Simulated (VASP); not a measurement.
Ti, 1 atom in the cell. Symmetry: Im-3m, No. 229, cubic system. The conventional cell has a = 3.210 Å, b = 3.210 Å, c = 3.210 Å, α = 90.00°, β = 90.00°, γ = 90.00°. Within 3.7 Å of Ti (site symmetry m-3m) lie 14 Ti at 2.78 to 3.21 Å. 

| Quantity | Value |
| --- | --- |
| Program | VASP 6.6.1 |
| Task | single point |
| Functional | PBEsol |
| Potentials or basis | VASP PAW PBE potentials, release 64 (Ti_sv) |
| Cutoff | 520 eV |
| k mesh | 18 × 18 × 18 |
| Occupations | gaussian, width 0.1 eV |
| Spin | no spin polarisation |
| Dipole correction | no |
| Further INCAR settings | ALGO = Normal; EDIFF = 1e-07; NBANDS = 12 |

Potentials or basis: VASP PAW PBE potentials, release 64 (Ti_sv).

The run is started by

```bash
$ cat potpaw_PBE.64/Ti_sv/POTCAR > POTCAR
$ mpirun -np 1 vasp_std > vasp.out
```

Hardware: 1 thread of Intel Xeon 8259CL, on a shared host.

Task: Estimate the wall time of this run.

Result: Run time: 49 s on 1 thread of Intel Xeon 8259CL (shared host), peak memory 0.17 GiB. Counts: scf iterations 15, k points 195.
